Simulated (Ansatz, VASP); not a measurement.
**Two plane-wave programs on TaN**

Contents of POSCAR:

```
TaN
1.0
    0.0000000000      2.1964814589      2.1964814589
    2.1964814589      0.0000000000      2.1964814589
    2.1964814589      2.1964814589      0.0000000000
Ta N
1 1
Direct
    0.5000000000      0.5000000000      0.5000000000
    0.0000000000      0.0000000000      0.0000000000
```

INCAR.step1

```
ALGO = Normal ; EDIFF = 1E-5
ENCUT = 660 ; GGA = PE
GGA_COMPAT = False ; ISMEAR = -1
LASPH = True ; LCHARG = False
LREAL = False ; LWAVE = True
NBANDS = 16 ; NELM = 120
PREC = Accurate ; SIGMA = 0.05
```

Contents of INCAR.step2:

```
ALGO = Normal ; EDIFF = 1E-6
ENCUT = 660 ; GGA_COMPAT = False
ISIF = 2 ; ISMEAR = -1
ISTART = 1 ; LASPH = True
LCHARG = False ; LMIXTAU = True
LREAL = False ; LWAVE = False
METAGGA = R2SCAN ; NBANDS = 16
NELM = 120 ; PREC = Accurate
SIGMA = 0.05
```

Contents of KPOINTS:

```
k-points
0
Gamma
  10 10 10
```

File input.yaml:

```yaml
crystal:
  lattice:
    - [0.0, 2.1964814589, 2.1964814589]
    - [2.1964814589, 0.0, 2.1964814589]
    - [2.1964814589, 2.1964814589, 0.0]
  atoms:
    - { symbol: Ta, position: [0.5, 0.5, 0.5] }
    - { symbol: "N", position: [0.0, 0.0, 0.0] }
hamiltonian:
  xc: r2scan
  pseudopotentials: { kind: paw }
kpoints:
  mp_grid: { grid: [10, 10, 10] }
scf:
  occupations: { method: fermi_dirac, width: 0.05 }
output:
  forces: true
  stress: true
  eigenvalues: true
  write_density: true
  write_potential: true
  elf: true
  volumetric_format: npy
```

Alike in both runs: task single point; functional r2SCAN; k mesh 10 × 10 × 10; occupations fermi-dirac, width 0.05 eV; no spin polarisation.

|  | VASP | Ansatz |
| --- | --- | --- |
| version | VASP 6.6.1 | Ansatz 0.2.0 |
| potentials or method | VASP PAW PBE potentials, release 64 (Ta_sv_GW, N) | Ansatz PAW |
| plane-wave cutoff (eV) | 660 | 500 |
| valence electrons in the cell | 18 | 18 |

```csv
,VASP,Ansatz,Ansatz less VASP
gap on the k mesh at the Fermi level (eV),none,none,-
pressure (GPa),0.6,0.7,+0.05
```

VASP's potentials were made for PBE, not for r2SCAN. A gap of «none» marks a metal or a gap that the smearing closes.

Spin-orbit coupling is off throughout.
